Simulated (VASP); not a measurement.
A run of VASP 6.6.1 is set up as follows.

INCAR

```
PREC = Accurate ; ENCUT = 520
EDIFF = 1E-6 ; ISMEAR = -1
SIGMA = 0.08 ; LREAL = False
LASPH = True ; NELM = 60
ALGO = Normal ; ISIF = 2
LWAVE = False ; LCHARG = False
GGA = PE ; NBANDS = 13
```

File KPOINTS:

```
Automatic mesh
0
Gamma
  12 12 12
```

File POSCAR:

```
Sn
1.0
    2.7173768428      0.0000000000      0.0000000000
    0.0000000000      2.7173768428      0.0000000000
    0.0000000000      0.0000000000      2.7173768428
Sn
1
Direct
    0.0000000000      0.0000000000      0.0000000000
```

Potentials or basis: VASP PAW PBE potentials, release 64 (Sn_d).

Run with:

```bash
$ cat potpaw_PBE.64/Sn_d/POTCAR > POTCAR
$ mpirun -np 1 vasp_std > vasp.out
```

(1) Estimate the pressure.

(2) Predict the band gap on the k mesh.

Results:

(1) 45.1 GPa.

(2) zero (band 7 reaches 18.99 eV, above the bottom of band 8 at 8.84 eV).

Caveat: spin-orbit coupling is left out, which moves the levels of the heavy elements.
